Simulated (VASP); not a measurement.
# Si (I4/mmm) in VASP: notebook, part 2 of 2

VASP 6.6.1. Earlier steps stand in the parts before.

## (3) Single point, HSE06

This run uses another cell than the first one, of 13.14 Å³/atom.

POSCAR

```
Si
1.0
   -1.5937032655      1.5937032655      1.2933767800
    1.5937032655     -1.5937032655      1.2933767800
    1.5937032655      1.5937032655     -1.2933767800
Si
1
Direct
    0.0000000000      0.0000000000      0.0000000000
```

INCAR.step1

```
SYSTEM = Si
ALGO = Normal ; EDIFF = 1E-5
ENCUT = 520 ; GGA = PE
ISIF = 2 ; ISMEAR = -1
LASPH = .True. ; LCHARG = .False.
LREAL = .False. ; LWAVE = .True.
NBANDS = 8 ; NELM = 80
PREC = Accurate ; SIGMA = 0.05
```

INCAR.step2

```
SYSTEM = Si
ALGO = Normal ; EDIFF = 1E-6
ENCUT = 520 ; GGA = PE
HFSCREEN = 0.2079 ; ISIF = 2
ISMEAR = -1 ; ISTART = 1
LASPH = .True. ; LCHARG = .False.
LHFCALC = .True. ; LREAL = .False.
LWAVE = .False. ; NBANDS = 8
NELM = 80 ; PREC = Accurate
PRECFOCK = Normal ; SIGMA = 0.05
```

KPOINTS

```
k-points
0
Gamma
  8 8 8
  0 0 0
```

Potentials or basis: VASP PAW PBE potentials, release 64 (Si).

Command:

```sh
cat potpaw_PBE.64/Si/POTCAR > POTCAR
cp INCAR.step1 INCAR
mpirun -np 1 vasp_std > vasp.out
cp INCAR.step2 INCAR
mpirun -np 1 vasp_std > vasp.out
```

Run time: 4.6 min. Hardware: 1 thread of Intel Xeon 6975P-C (Granite Rapids), shared host; peak memory 0.23 GiB.

The run converged. Its results:

| Property | Result |
| --- | --- |
| Free energy | -5.6685 eV |
| Pressure | 8.5 GPa |
| Band gap on the k mesh | zero (bands 2 and 3 overlap by 13.78 eV) |

Stress tensor (GPa, compression positive):
```
10.33  0.00  0.00
 0.00 10.33  0.00
 0.00  0.00  4.70
```

Levels at points of the mesh, in eV from the Fermi level:
```tsv
k point	band 1	band 2	band 3	band 4	band 5	band 6	band 7
(0.00, 0.00, 0.00)	-17.65	10.29	11.54	11.54	14.07	15.98	16.58
(0.50, 0.00, 0.00)	-8.14	-7.41	5.43	6.57	7.38	10.34	20.49
(0.50, 0.50, 0.00)	-10.33	-9.30	10.37	12.39	12.90	13.34	18.74
(0.50, 0.50, 0.50)	-3.38	-3.38	-1.66	0.77	4.66	7.27	27.58
```

Caveat: the k points lie up to 0.39 Å⁻¹ apart, too coarse for converged energies and pressures of a metal; the PAW data sets were made with another functional, which shifts forces and pressure a little.

## (4) Single point, HSE06

This run uses another cell than the first one, of 13.42 Å³/atom.

POSCAR

```
Si
1.0
   -1.6049268977      1.6049268977      1.3024853673
    1.6049268977     -1.6049268977      1.3024853673
    1.6049268977      1.6049268977     -1.3024853673
Si
1
Direct
    0.0000000000      0.0000000000      0.0000000000
```

INCAR.step1

```
SYSTEM = Si
PREC = Accurate ; ENCUT = 520
EDIFF = 1E-5 ; ISMEAR = -1
SIGMA = 0.05 ; LREAL = .FALSE.
LASPH = .TRUE. ; NELM = 100
ALGO = Normal ; ISIF = 2
LWAVE = .TRUE. ; LCHARG = .FALSE.
GGA = PE ; NBANDS = 8
```

INCAR.step2

```
SYSTEM = Si
PREC = Accurate ; ENCUT = 520
EDIFF = 1E-6 ; ISMEAR = -1
SIGMA = 0.05 ; LREAL = .FALSE.
LASPH = .TRUE. ; NELM = 100
ALGO = Normal ; ISIF = 2
LWAVE = .FALSE. ; LCHARG = .FALSE.
GGA = PE ; LHFCALC = .TRUE.
HFSCREEN = 0.2079 ; PRECFOCK = Normal
ISTART = 1 ; NBANDS = 8
```

KPOINTS

```
regular mesh
0
G
  8 8 8
  0 0 0
```

Potentials or basis: VASP PAW PBE potentials, release 64 (Si).

Command:

```sh
cat potpaw_PBE.64/Si/POTCAR > POTCAR
cp INCAR.step1 INCAR
mpirun -np 1 vasp_std > vasp.out
cp INCAR.step2 INCAR
mpirun -np 1 vasp_std > vasp.out
```

OUTCAR:

```text
SYSTEM = Si
   PREC = Accurate
   ENCUT = 520
   EDIFF = 1E-6
   ISMEAR = -1
   LREAL = .FALSE.
   LASPH = .TRUE.
   NELM = 100
   ISIF = 2
   GGA = PE
   LHFCALC = .TRUE.
   HFSCREEN = 0.2079
   PRECFOCK = Normal
   ISTART = 1

 ion  position               nearest neighbor table
   1  0.000  0.000  0.000-

  LATTYP: Found a body centered tetragonal cell.
 ALAT       =     3.2098537954
 C/A-ratio  =     0.8115543263

[... 452 lines left out ...]
      6      26.8131      0.00000
      7      32.3443      0.00000
      8      35.5807      0.00000

 [... further k-points ...]

------------------------ aborting loop because EDIFF is reached ----------------------------------------

  FORCE on cell =-STRESS in cart. coord.  units (eV):
  Direction    XX          YY          ZZ          XY          YZ          ZX
  --------------------------------------------------------------------------------------
  -------------------------------------------------------------------------------------
  Total        0.7043514      0.7043514      0.1185610      0.0000000      0.0000000      0.0000000
  in kB       84.0923702     84.0923702     14.1549800      0.0000000      0.0000000      0.0000000
  external PRESSURE =      60.7799068 kB  Pullay stress =       0.0000000 kB

 VOLUME and BASIS-vectors are now :
 -----------------------------------------------------------------------------
  energy-cutoff  :      520.00
  volume of cell :       13.42
      direct lattice vectors                 reciprocal lattice vectors
    -1.604926898  1.604926898  1.302485367     0.000000000  0.311540669  0.383881472
     1.604926898 -1.604926898  1.302485367     0.311540669  0.000000000  0.383881472
     1.604926898  1.604926898 -1.302485367     0.311540669  0.311540669  0.000000000

 POSITION                                       TOTAL-FORCE (eV/Angst)
 -----------------------------------------------------------------------------------
      0.00000      0.00000      0.00000         0.000000      0.000000      0.000000
 -----------------------------------------------------------------------------------
    total drift:                               -0.000000     -0.000000      0.000000

  FREE ENERGIE OF THE ION-ELECTRON SYSTEM (eV)
  ---------------------------------------------------
  free  energy   TOTEN  =        -5.6811290853 eV

  energy  without entropy=       -5.6792302064  energy(sigma->0) =       -5.68017965
```

OUTCAR.step1:

```text
SYSTEM = Si
   PREC = Accurate
   ENCUT = 520
   EDIFF = 1E-5
   ISMEAR = -1
   LREAL = .FALSE.
[... 482 lines left out ...]
 -----------------------------------------------------------------------------------
      0.00000      0.00000      0.00000        -0.000000      0.000000      0.000000
 -----------------------------------------------------------------------------------
    total drift:                                0.000000      0.000000     -0.000000

  FREE ENERGIE OF THE ION-ELECTRON SYSTEM (eV)
  ---------------------------------------------------
  free  energy   TOTEN  =        -4.9524799200 eV

  energy  without entropy=       -4.9503986555  energy(sigma->0) =       -4.95143929
```

Wall time 4.2 min (1 thread of Intel Xeon 6975P-C (Granite Rapids), shared host); peak memory 0.22 GiB.

Results:

- Free energy: -5.6811 eV
- Pressure: 6.1 GPa
- Band gap on the k mesh: zero (bands 2 and 3 overlap by 13.74 eV)

Caveat: the k points lie up to 0.39 Å⁻¹ apart, too coarse for converged energies and pressures of a metal; the PAW data sets were made with another functional, which shifts forces and pressure a little.

## (5) Single point, HSE06

This run uses another cell than the first one, of 13.70 Å³/atom.

POSCAR

```
Si
1.0
   -1.6159957088      1.6159957088      1.3114683088
    1.6159957088     -1.6159957088      1.3114683088
    1.6159957088      1.6159957088     -1.3114683088
Si
1
Direct
    0.0000000000      0.0000000000      0.0000000000
```

INCAR.step1

```
ALGO = Normal
EDIFF = 1E-5
ENCUT = 520
GGA = PE
ISIF = 2
ISMEAR = -1
LASPH = T
LREAL = F
LWAVE = T
NBANDS = 8
NELM = 100
PREC = Accurate
SIGMA = 0.05
```

INCAR.step2

```
ALGO = Normal
EDIFF = 1E-6
ENCUT = 520
GGA = PE
HFSCREEN = 0.2079
ISIF = 2
ISMEAR = -1
ISTART = 1
LASPH = T
LCHARG = T
LELF = T
LHFCALC = T
LREAL = F
LVHAR = T
LWAVE = F
NBANDS = 8
NELM = 100
PREC = Accurate
PRECFOCK = Normal
SIGMA = 0.05
```

KPOINTS

```
k-points
0
Gamma
  8 8 8
```

Command:

```sh
cat potpaw_PBE.64/Si/POTCAR > POTCAR
cp INCAR.step1 INCAR
mpirun -np 1 vasp_std > vasp.out
cp INCAR.step2 INCAR
mpirun -np 1 vasp_std > vasp.out
```

Wall time 4.1 min (1 thread of Intel Xeon 6975P-C (Granite Rapids), shared host); peak memory 0.23 GiB.

The run converged. Its results:

```yaml
Free_energy: -5.6899 eV
Pressure: 3.8 GPa
Band_gap_on_the_k_mesh: zero (bands 2 and 3 overlap by 13.69 eV)
```

Stress tensor (GPa, compression positive):
```
 6.51  0.00  0.00
 0.00  6.51  0.00
 0.00  0.00 -1.60
```

Levels at points of the mesh, in eV from the Fermi level:
```tsv
k point	band 1	band 2	band 3	band 4	band 5	band 6	band 7
(0.00, 0.00, 0.00)	-17.14	10.26	11.15	11.15	13.92	15.33	16.36
(0.50, 0.00, 0.00)	-7.79	-7.25	5.27	6.66	7.21	10.07	20.09
(0.50, 0.50, 0.00)	-10.09	-8.90	10.01	12.31	12.72	12.88	18.46
(0.50, 0.50, 0.50)	-3.21	-3.21	-1.77	1.04	4.56	7.10	27.01
```

Caveat: the k points lie up to 0.39 Å⁻¹ apart, too coarse for converged energies and pressures of a metal; the PAW data sets were made with another functional, which shifts forces and pressure a little.

## (6) Single point, PBE-based screened hybrid with 25 % exact exchange

This run uses another cell than the first one, of 13.98 Å³/atom.

POSCAR

```
Si
1.0
   -1.6269149300      1.6269149300      1.3203298500
    1.6269149300     -1.6269149300      1.3203298500
    1.6269149300      1.6269149300     -1.3203298500
Si
1
Direct
    0.0000000000      0.0000000000      0.0000000000
```

INCAR.step1

```
PREC = Accurate
ENCUT = 520
EDIFF = 1E-5
ISMEAR = -1
SIGMA = 0.05
LREAL = F
LASPH = T
NELM = 100
ALGO = Normal
ISIF = 2
LWAVE = T
LCHARG = F
NBANDS = 8
GGA = PE
```

INCAR.step2

```
PREC = Accurate
ENCUT = 520
EDIFF = 1E-7
ISMEAR = -1
SIGMA = 0.05
LREAL = F
LASPH = T
NELM = 100
ALGO = Normal
ISIF = 2
LWAVE = F
LCHARG = F
GGA = PE
LHFCALC = T
AEXX = 0.25
HFSCREEN = 0.1
PRECFOCK = Normal
NBANDS = 8
ISTART = 1
```

KPOINTS

```
regular mesh
0
Gamma
  7 7 7
```

Potentials or basis: VASP PAW PBE potentials, release 64 (Si).

Command:

```sh
cat potpaw_PBE.64/Si/POTCAR > POTCAR
cp INCAR.step1 INCAR
mpirun -np 1 vasp_std > vasp.out
cp INCAR.step2 INCAR
mpirun -np 1 vasp_std > vasp.out
```

Run time: 7 min. Hardware: 1 thread of Intel Xeon 8259CL, shared host; peak memory 0.22 GiB.

It converged, with:

| Item | Value |
| --- | --- |
| Free energy | -5.8903 eV |
| Pressure | 0.9 GPa |
| Band gap on the k mesh | zero (bands 2 and 3 overlap by 14.46 eV) |

Stress tensor (GPa, compression positive):
```
 1.73  0.00  0.00
 0.00  1.73  0.00
 0.00  0.00 -0.78
```

Levels at points of the mesh, in eV from the Fermi level:
| k point | band 1 | band 2 | band 3 | band 4 | band 5 | band 6 | band 7 |
| --- | --- | --- | --- | --- | --- | --- | --- |
| (0.00, 0.00, 0.00) | -17.06 | 10.53 | 11.25 | 11.25 | 14.11 | 15.29 | 16.53 |

Caveat: the k points lie up to 0.44 Å⁻¹ apart, too coarse for converged energies and pressures of a metal; the PAW data sets were made with another functional, which shifts forces and pressure a little.

## (7) The runs side by side

| level | cell | k mesh | screening parameter | gap on the mesh (eV) | pressure (GPa) |
| --- | --- | --- | --- | --- | --- |
| PBE0 | a = 2.705 Å, angles 104.3, 104.3, 120.3°, 1 atom | 8 × 8 × 8 | - | none | -4.4 |
| HSE06 | a = 2.599 Å, angles 104.3, 104.3, 120.3°, 1 atom | 8 × 8 × 8 | 0.2079 1/Å | none | 8.5 |
| HSE06 | a = 2.617 Å, angles 104.3, 104.3, 120.3°, 1 atom | 8 × 8 × 8 | 0.2079 1/Å | none | 6.1 |
| HSE06 | a = 2.635 Å, angles 104.3, 104.3, 120.3°, 1 atom | 8 × 8 × 8 | 0.2079 1/Å | none | 3.8 |
| PBE-based screened hybrid with 25 % exact exchange | a = 2.653 Å, angles 104.3, 104.3, 120.3°, 1 atom | 7 × 7 × 7 | 0.1 1/Å | none | 0.9 |

Alike in all rows: task single point; potentials or basis VASP PAW PBE potentials, release 64 (Si); no spin polarisation; cutoff (eV) 520; smearing fermi-dirac 0.05 eV.

Caveats: all runs use coarse meshes; the PAW data sets were made with another functional, which shifts forces and pressure a little.

Total energies depend on the potentials used, so only differences within one code and one set of settings carry meaning.
